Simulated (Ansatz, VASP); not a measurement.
**KI in VASP and in Ansatz**

```
K I
1.0
     0.00000    3.50299    3.50299
     3.50299    0.00000    3.50299
     3.50299    3.50299    0.00000
K I
1 1
Direct
  0.00000 0.00000 0.00000
  0.50000 0.50000 0.50000
```

Alike in both runs: functional PBEsol; k mesh 6 × 6 × 6; occupations gaussian, width 0.02 eV; no spin polarisation.

Ansatz relaxed the structure, and its values are those at the end. VASP's run is a single point on that final structure, the one shown.

|  | VASP | Ansatz |
| --- | --- | --- |
| version | VASP 6.6.1 | Ansatz 0.2.0 |
| potentials or method | VASP PAW PBE potentials, release 64 (K_sv, I), cutoff 520 eV | scalar-relativistic, plane waves, PAW |
| valence electrons in the cell | 16 | 26 |

```tsv
	VASP	Ansatz	Ansatz less VASP
gap on the k mesh at the Fermi level (eV)	3.87	3.87	+0.006
least direct gap on the mesh (eV)	3.87	3.87	+0.006
pressure (GPa)	0.0	0.0	-0.04
```

VASP's potentials were made for PBE, not for PBEsol. VASP's potentials hold 16 valence electrons a cell and Ansatz's 26, so a difference there can come from the potentials and not from the codes.

Spin-orbit coupling is off throughout.
